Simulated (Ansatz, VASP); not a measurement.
# AsH3: VASP beside Ansatz

The input INCAR:

```
  PREC = Accurate
  ENCUT = 400
  EDIFF = 1E-6
  ISMEAR = 0
  SIGMA = 0.005
  LREAL = False
  LASPH = True
  NELM = 120
  ALGO = Normal
  ISIF = 2
  LWAVE = False
  LCHARG = False
  GGA = RE
  IVDW = 12
  NBANDS = 12
  GGA_COMPAT = False
  NELMDL = -8
```

The input KPOINTS:

```
regular mesh
0
Gamma
  1 1 1
```

Contents of POSCAR:

```
AsH3
1.0
   12.5572003111      0.0000000000      0.0000000000
    0.0000000000     13.0572003111      0.0000000000
    0.0000000000      0.0000000000     13.5572003111
As H
1 3
Direct
    0.5262628400      0.5096004700      0.4578352900
    0.5290580700      0.4128441100      0.5217632200
    0.5511202500      0.5766399000      0.5477206000
    0.4063777000      0.5214262000      0.4756737900
```

Input for Ansatz:

```yaml
crystal:
  lattice:
    - [12.5572003111, 0.0, 0.0]
    - [0.0, 13.0572003111, 0.0]
    - [0.0, 0.0, 13.5572003111]
  atoms:
    - { symbol: As, position: [0.52626284, 0.50960047, 0.45783529] }
    - { symbol: H, position: [0.52905807, 0.41284411, 0.52176322] }
    - { symbol: H, position: [0.55112025, 0.5766399, 0.5477206] }
    - { symbol: H, position: [0.4063777, 0.5214262, 0.47567379] }
hamiltonian:
  xc: revpbe
  dispersion: d3bj
kpoints:
  mp_grid: { grid: [1, 1, 1] }
scf:
  occupations: { method: gaussian, width: 0.005 }
  max_iter: 140
  lower_state_search: "off"
output:
  forces: true
```

Alike in both runs: task single point; functional revPBE; dispersion D3(BJ); k mesh 1 × 1 × 1; occupations gaussian, width 0.005 eV; no spin polarisation.

```csv
,VASP,Ansatz
version,VASP 6.6.1,Ansatz 0.2.0
potentials or method,"VASP PAW PBE potentials, release 64 (As, H)","scalar-relativistic, plane waves, PAW"
plane-wave cutoff (eV),400,420
valence electrons in the cell,8,18
```

Ansatz gave:

* rms of the force components (eV/Å): 0.029

What did VASP give for the same quantities?

rms of the force components (eV/Å): 0.093.

VASP's potentials were made for PBE, not for revPBE. Atom by atom the forces differ by 0.065 eV/Å (rms over components). VASP's potentials hold 8 valence electrons a cell and Ansatz's 18, so a difference there can come from the potentials and not from the codes.
